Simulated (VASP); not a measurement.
# PbSe (I4/mmm) in VASP: further runs

Runs on PbSe. Level: PBE. Tasks: single point.

Everything below comes from runs of VASP 6.6.1. Logs are shortened: lines on timing, memory, paths and dates and some standing lists are left out, and cuts for length are marked.

## (1) The cell of the first run

It takes space group I4/mmm (No. 139, tetragonal). Conventional cell: a = 4.999 Å, b = 4.999 Å, c = 4.595 Å, α = 90.00°, β = 90.00°, γ = 90.00°. Within 3.0 Å of Pb (site symmetry 4/mmm) lie 2 Se at 2.30 Å. Se (site symmetry 4/mmm) has 2 Pb at 2.30 Å within 3.0 Å.

## (2) Single point, PBE

INCAR reads:

```
SYSTEM = PbSe
PREC     = Accurate       ! precision mode
ENCUT    = 520            ! plane-wave cutoff, eV
EDIFF    = 1E-6           ! SCF threshold, eV
ISMEAR   = 0              ! smearing method
SIGMA    = 0.03           ! smearing width, eV
LREAL    = .FALSE.        ! projectors in reciprocal space
LASPH    = .TRUE.         ! aspherical terms in the spheres
NELM     = 80             ! most SCF steps
ALGO     = Normal         ! electronic algorithm
ISIF     = 2              ! what is computed and relaxed
LWAVE    = .FALSE.        ! write WAVECAR
LCHARG   = .FALSE.        ! write CHGCAR
GGA      = PE             ! functional
NBANDS   = 17             ! bands
```

KPOINTS reads:

```
Automatic mesh
0
G
  10 10 10
  0 0 0
```

POSCAR reads:

```
PbSe
1.0
    0.0000000000      3.5349939539      2.2977460700
    3.5349939539      0.0000000000      2.2977460700
    3.5349939539      3.5349939539      0.0000000000
Pb Se
1 1
Direct
    0.0000000000      0.0000000000      0.0000000000
    0.5000000000      0.5000000000      0.5000000000
```

Potentials or basis: VASP PAW PBE potentials, release 64 (Pb_d, Se).

Run with:

```
$ cat potpaw_PBE.64/Pb_d/POTCAR potpaw_PBE.64/Se/POTCAR > POTCAR
$ mpirun -np 1 vasp_std > vasp.out
```

OUTCAR:

```text
SYSTEM = PbSe
   PREC = Accurate
   ENCUT = 520
   EDIFF = 1E-6
   ISMEAR = 0
   LREAL = .FALSE.
   LASPH = .TRUE.
   NELM = 80
   ISIF = 2
   GGA = PE

 ion  position               nearest neighbor table
   1  0.000  0.000  0.000-   2 2.30   2 2.30
   2  0.500  0.500  0.500-   1 2.30   1 2.30

  LATTYP: Found a body centered tetragonal cell.
 ALAT       =     4.9992363925
 C/A-ratio  =     0.9192388155

  Lattice vectors:

 A1 = (   0.0000000000,  -3.5349939539,  -2.2977460700)
 A2 = (   0.0000000000,   3.5349939539,  -2.2977460700)
 A3 = (   3.5349939539,   0.0000000000,   2.2977460700)

Analysis of symmetry for initial positions (statically):
=====================================================================
 Subroutine PRICEL returns:
 Original cell was already a primitive cell.

 Routine SETGRP: Setting up the symmetry group for a
 body centered tetragonal supercell.

 Subroutine GETGRP returns: Found 16 space group operations
 (whereof 16 operations were pure point group operations)
 out of a pool of 16 trial point group operations.

The static configuration has the point symmetry D_4h.

Analysis of symmetry for dynamics (positions and initial velocities):
=====================================================================
 Subroutine PRICEL returns:
 Original cell was already a primitive cell.

 Routine SETGRP: Setting up the symmetry group for a
 body centered tetragonal supercell.

 Subroutine GETGRP returns: Found 16 space group operations
 (whereof 16 operations were pure point group operations)
 out of a pool of 16 trial point group operations.

The dynamic configuration has the point symmetry D_4h.

 Subroutine INISYM returns: Found 16 space group operations
 (whereof 16 operations are pure point group operations),
 and found     1 'primitive' translations

----------------------------------------------------------------------------------------

                                     Primitive cell

  volume of cell :      57.4261

  direct lattice vectors                    reciprocal lattice vectors
     0.000000000  3.534993954  2.297746070    -0.141442958  0.141442958  0.217604550
     3.534993954  0.000000000  2.297746070     0.141442958 -0.141442958  0.217604550
     3.534993954  3.534993954  0.000000000     0.141442958  0.141442958 -0.217604550

  length of vectors
     4.216137955  4.216137955  4.999236393     0.295573951  0.295573951  0.295573951

  position of ions in fractional coordinates (direct lattice)
     0.000000000  0.000000000  0.000000000
     0.500000000  0.500000000  0.500000000

  ion indices of the primitive-cell ions
   primitive index   ion index
                 1           1
                 2           2

----------------------------------------------------------------------------------------

 KPOINTS: Automatic mesh

Automatic generation of k-mesh.
 Grid dimensions read from file:
 generate k-points for:   10   10   10

 Generating k-lattice:

  Cartesian coordinates                     Fractional coordinates (reciprocal lattice)
    -0.014144296  0.014144296  0.021760455     0.100000000 -0.000000000  0.000000000
     0.014144296 -0.014144296  0.021760455    -0.000000000  0.100000000  0.000000000
     0.014144296  0.014144296 -0.021760455     0.000000000  0.000000000  0.100000000

  Length of vectors
     0.029557395  0.029557395  0.029557395

  Shift w.r.t. Gamma in fractional coordinates (k-lattice)
     0.000000000  0.000000000  0.000000000

 Subroutine IBZKPT returns following result:
 ===========================================

 Found    102 irreducible k-points:

 Following reciprocal coordinates:
            Coordinates               Weight
  0.000000  0.000000  0.000000      1.000000
  0.100000 -0.000000  0.000000      8.000000
  0.200000 -0.000000  0.000000      8.000000
  0.300000 -0.000000  0.000000      8.000000
  0.400000 -0.000000  0.000000      8.000000
  0.500000 -0.000000  0.000000      4.000000
[... 16 lines left out ...]
  0.300000  0.300000  0.000000      2.000000
  0.400000  0.300000  0.000000      8.000000
 [... further k-points ...]
   k-points           NKPTS =    102   k-points in BZ     NKDIM =    102   number of bands    NBANDS=     17
   number of dos      NEDOS =    301   number of ions     NIONS =      2
   total plane-waves  NPLWV =  40960
   dimension x,y,z NGX =    32 NGY =   32 NGZ =   40
   dimension x,y,z NGXF=    64 NGYF=   64 NGZF=   80
   ions per type =               1   1
   NGX,Y,Z   is equivalent  to a cutoff of  12.62, 12.62, 13.30 a.u.
   NGXF,Y,Z  is equivalent  to a cutoff of  25.24, 25.24, 26.60 a.u.
 SYSTEM =  PbSe
   PREC   = accura    normal or accurate (medium, high low for compatibility)
   ISTART =      0    job   : 0-new  1-cont  2-samecut
   ICHARG =      2    charge: 1-file 2-atom 10-const
   ISPIN  =      1    spin polarized calculation?
   LNONCOLLINEAR =      F non collinear calculations
   LSORBIT =      F    spin-orbit coupling
   LASPH  =      T    aspherical Exc in radial PAW
   ENCUT  =  520.0 eV  38.22 Ry    6.18 a.u.   7.84  7.84  9.30*2*pi/ulx,y,z
   NELM   =     80;   NELMIN=  2; NELMDL= -5     # of ELM steps
   EDIFF  = 0.1E-05   stopping-criterion for ELM
   LREAL  =      F    real-space projection
   EDIFFG = 0.1E-04   stopping-criterion for IOM
   NSW    =      0    number of steps for IOM
   IBRION =     -1    ionic relax: 0-MD 1-quasi-New 2-CG
   NFREE  =      0    steps in history (QN), initial steepest desc. (CG)
   ISIF   =      2    stress and relaxation
   ISYM   =      2    0-nonsym 1-usesym 2-fastsym
   POTIM  = 0.5000    time-step for ionic-motion
   TEBEG  =    0.0;   TEEND  =   0.0 temperature during run
   PSTRESS=    0.0 pullay stress
   NELECT =      20.0000    total number of electrons
   NUPDOWN=      -1.0000    fix difference up-down
   EMIN   =  10.00;   EMAX   =-10.00  energy-range for DOS
   EFERMI =   0.00;   METHOD = LEGACY
   ISMEAR =     0;   SIGMA  =   0.03  broadening in eV -4-tet -1-fermi 0-gaus
   EFERMI_NEDOS =   21; number of points for ismear=-14 and -15
   IALGO  =     38    algorithm
   IMIX   =      4    mixing-type and parameters
     AMIX     =   0.40;   BMIX     =  1.00
     AMIX_MAG =   1.60;   BMIX_MAG =  1.00
  volume/ion in A,a.u.               =      28.71       193.77
  Fermi-wavevector in a.u.,A,eV,Ry     =   1.151812  2.176610 18.050462  1.326672
  Thomas-Fermi vector in A             =   2.288467
   LORBIT       =      0    0 simple, 1 ext, 2 COOP (PROOUT), +10 PAW based schemes
   GGA     = PE    functional components
   LHFCALC =     F    Hartree Fock is set to
   AEXX    =    0.0000 exact exchange contribution
   IVDW    =     0    specifies the selected vdW correction
   LEPSILON=     F    determine dielectric tensor
   LRPA    =     F    only Hartree local field effects (RPA)
 non-spin polarized calculation
 Gauss-broadening in eV      SIGMA  =   0.03
  energy-cutoff  :      520.00
  volume of cell :       57.43
 maximum number of plane-waves:      1564
   NGX = 15   NGY = 15   NGZ = 19

 number of electron      19.9999999 magnetization

 Free energy of the ion-electron system (eV)
  ---------------------------------------------------
  ext. energy  EPLUGINS =         0.00000000
  ---------------------------------------------------
  free energy    TOTEN  =        -4.49244966 eV

  energy without entropy =       -4.49155366  energy(sigma->0) =       -4.49200166

 E-fermi :   5.9958     XC(G=0):  -9.3312

 val. band max:        5.9894927433   @ k =   0.3000   0.2000   0.1000
 cond. band min:       5.9967998981   @ k =  -0.4000   0.3000   0.2000
 fundamental gap:      0.0073071548
 Fermi energy:         5.9958028829

 k-point     1 :       0.0000    0.0000    0.0000
  band No.  band energies     occupation
      1     -13.3249      2.00000
      2     -12.1160      2.00000
      3     -12.1160      2.00000
      4     -11.9624      2.00000
      5     -11.9196      2.00000
      6      -9.0235      2.00000
[... 9 lines left out ...]
     16      11.9890      0.00000
     17      14.1645      0.00000

 k-point     2 :       0.1000   -0.0000    0.0000
  band No.  band energies     occupation
      1     -13.2799      2.00000
      2     -12.1171      2.00000
      3     -12.1170      2.00000
      4     -11.9596      2.00000
      5     -11.9208      2.00000
      6      -9.0099      2.00000
[... 9 lines left out ...]
     16      12.5663      0.00000
     17      13.2879      0.00000

 k-point     3 :       0.2000   -0.0000    0.0000
  band No.  band energies     occupation
      1     -13.1573      2.00000
      2     -12.1207      2.00000
      3     -12.1203      2.00000
      4     -11.9514      2.00000
      5     -11.9238      2.00000
      6      -8.9705      2.00000
[... 9 lines left out ...]
     16      13.6705      0.00000
     17      13.9603      0.00000

 k-point     4 :       0.3000   -0.0000    0.0000
  band No.  band energies     occupation
      1     -12.9958      2.00000
      2     -12.1267      2.00000
      3     -12.1248      2.00000
      4     -11.9396      2.00000
      5     -11.9274      2.00000
      6      -8.9120      2.00000
[... 9 lines left out ...]
     16      14.4460      0.00000
     17      15.2982      0.00000
[... 343 lines left out ...]
      1     -13.3398      2.00000
      2     -12.1001      2.00000
      3     -12.0983      2.00000
      4     -11.9446      2.00000
      5     -11.9276      2.00000
      6      -8.5960      2.00000
[... 9 lines left out ...]
     16      14.3693      0.00000
     17      14.7071      0.00000

 k-point    23 :       0.3000    0.3000    0.0000
  band No.  band energies     occupation
      1     -12.8830      2.00000
      2     -12.1150      2.00000
      3     -12.1150      2.00000
      4     -11.9422      2.00000
      5     -11.9218      2.00000
      6      -8.5960      2.00000
[... 9 lines left out ...]
     16      14.0782      0.00000
     17      18.5265      0.00000

 k-point    24 :       0.4000    0.3000    0.0000
  band No.  band energies     occupation
      1     -13.0421      2.00000
      2     -12.1004      2.00000
      3     -12.1002      2.00000
      4     -11.9463      2.00000
      5     -11.9139      2.00000
      6      -8.2375      2.00000
[... 9 lines left out ...]
     16      16.2207      0.00000
     17      17.6913      0.00000

 [... further k-points ...]
[... 5 lines left out ...]
  --------------------------------------------------------------------------------------
  -------------------------------------------------------------------------------------
  Total        0.0226642      0.0226642     31.0330073      0.0000000      0.0000000     -0.0000000
  in kB        0.6323257      0.6323257    865.8149248      0.0000000      0.0000000     -0.0000000
  external PRESSURE =     289.0265254 kB  Pullay stress =       0.0000000 kB

 VOLUME and BASIS-vectors are now :
 -----------------------------------------------------------------------------
  energy-cutoff  :      520.00
  volume of cell :       57.43
      direct lattice vectors                 reciprocal lattice vectors
     0.000000000  3.534993954  2.297746070    -0.141442958  0.141442958  0.217604550
     3.534993954  0.000000000  2.297746070     0.141442958 -0.141442958  0.217604550
     3.534993954  3.534993954  0.000000000     0.141442958  0.141442958 -0.217604550

 POSITION                                       TOTAL-FORCE (eV/Angst)
 -----------------------------------------------------------------------------------
      0.00000      0.00000      0.00000         0.000000      0.000000      0.000000
      3.53499      3.53499      2.29775         0.000000      0.000000     -0.000000
 -----------------------------------------------------------------------------------
    total drift:                                0.000000     -0.000000     -0.000000

  FREE ENERGIE OF THE ION-ELECTRON SYSTEM (eV)
  ---------------------------------------------------
  free  energy   TOTEN  =        -4.4924496607 eV

  energy  without entropy=       -4.4915536559  energy(sigma->0) =       -4.49200166
```

Run time: 36 s. Hardware: 1 thread of Intel Xeon 6975P-C (Granite Rapids), shared host; peak memory 0.26 GiB.

What came out:

```
Free energy            : -4.4924 eV
Pressure               : 28.9 GPa
Band gap on the k mesh : zero (band 10 reaches 7.02 eV, above the bottom of band 11 at 5.60 eV)
```

Stress tensor (GPa, compression positive):
```
 0.06  0.00  0.00
 0.00  0.06  0.00
 0.00  0.00 86.58
```

Caveat: spin-orbit coupling is left out, which moves the levels of the heavy elements.

(Continued in part 2 of 2.)
